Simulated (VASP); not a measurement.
Runs of VASP 6.6.1 on Rh. The structure is that of space group Fm-3m (No. 225), or close to it. The cells are those of the table. 

```tsv
task	potentials or basis	cell	cutoff (eV)	gap on the mesh (eV)	pressure (GPa)
single point	VASP PAW LDA potentials, release 64 (Rh_pv)	a = 2.663 Å, angles 61.3°, 1 atom	520	none	-10.0
single point	VASP PAW LDA potentials, release 64 (Rh_pv)	a = 2.703 Å, angles 59.3°, 1 atom	520	none	-10.3
electric field gradients	VASP PAW LDA potentials, release 64 (Rh_pv)	a = 2.716 Å, angles 58.7°, 1 atom	520	none	-10.0
electric field gradients	VASP PAW LDA potentials, release 64 (Rh_pv)	a = 2.676 Å, angles 60.7°, 1 atom	520	none	-10.3
electric field gradients	VASP PAW LDA potentials, release 64 (Rh_sv_GW)	a = 2.662, b = 2.662, c = 2.635 Å, angles 60.3, 60.3, 59.3°, 1 atom	460	none	(a)
electric field gradients	VASP PAW LDA potentials, release 64 (Rh_pv)	a = 2.663 Å, angles 61.3°, 1 atom	520	none	-10.0
single point	VASP PAW LDA potentials, release 64 (Rh_pv)	a = 2.716 Å, angles 58.7°, 1 atom	520	none	-10.0
single point	VASP PAW LDA potentials, release 64 (Rh_pv)	a = 2.676 Å, angles 60.7°, 1 atom	520	none	-10.3
electric field gradients	VASP PAW LDA potentials, release 64 (Rh_sv_GW)	a = 2.653 Å, angles 60.0°, 1 atom	460	none	-1.8
```

Alike in all rows: level LDA; no spin polarisation; k mesh 16 × 16 × 16; smearing fermi-dirac 0.03 eV.

Problem. Fill in the values left out.

Solution. (a) -1.9.

Caveats: the cell stands under tension (at least some runs); the stress differs along the axes, from -6 to -0 GPa (at least some runs).

A k mesh can miss the band edges, and the runs leave out spin-orbit coupling on Rh.

A gap of «none» marks levels without a gap at the run's occupations.

The runs don't all hold the same shells in valence.
